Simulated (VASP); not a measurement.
Set up this calculation in VASP 6.6.1, as the native input.

* Task: single point
* Functional: BLYP
* Potentials or basis: VASP PAW PBE potentials, release 64 (Pb_d, S)
* Cutoff: 520 eV
* k mesh: 7 × 7 × 6
* Occupations: fermi-dirac, width 0.05 eV
* Spin: no spin polarisation
* Dipole correction: no
* Further INCAR settings: ALGO = Normal; EDIFF = 1e-07; NBANDS = 28

The structure of PbS lies in POSCAR:

```
PbS
1.0
    2.1727489296     -9.8856986928      0.0000000000
    2.1727489296      9.8856986928      0.0000000000
    0.0000000000      0.0000000000      4.3457718474
Pb S
2 2
Direct
    0.1781623611      0.8218376389      0.2500000000
    0.8218376389      0.1781623611      0.7500000000
    0.3161694071      0.6838305929      0.2500000000
    0.6838305929      0.3161694071      0.7500000000
```

These files were run (other wordings do the same):

INCAR

```
AGGAC = 1.0
AGGAX = 1.0
ALDAC = 0.0
ALDAX = 1.0
ALGO = Normal
EDIFF = 1E-7
ENCUT = 520
GGA = B5
ISIF = 2
ISMEAR = -1
LASPH = T
LCHARG = F
LREAL = F
LWAVE = F
NBANDS = 28
NELM = 100
PREC = Accurate
SIGMA = 0.05
```

KPOINTS

```
k-points
0
Gamma
  7 7 6
```

Potentials or basis: VASP PAW PBE potentials, release 64 (Pb_d, S).

Command:

```console
$ cat potpaw_PBE.64/Pb_d/POTCAR potpaw_PBE.64/S/POTCAR > POTCAR
$ mpirun -np 1 vasp_std > vasp.out
```

It gave:

* Pressure: 0.0 GPa
* Largest force: 0.017 eV/Å
* Band gap on the k mesh: 1.72 eV, indirect (the least direct gap lies 2.9 meV higher)

Caveat: the PAW data sets were made with another functional, which shifts forces and pressure a little; spin-orbit coupling is left out, which moves the levels of the heavy elements.

It took 19 min on 1 thread of AMD EPYC 7R43 64-Core Processor (Zen 3) (shared host), peak memory 0.58 GiB.
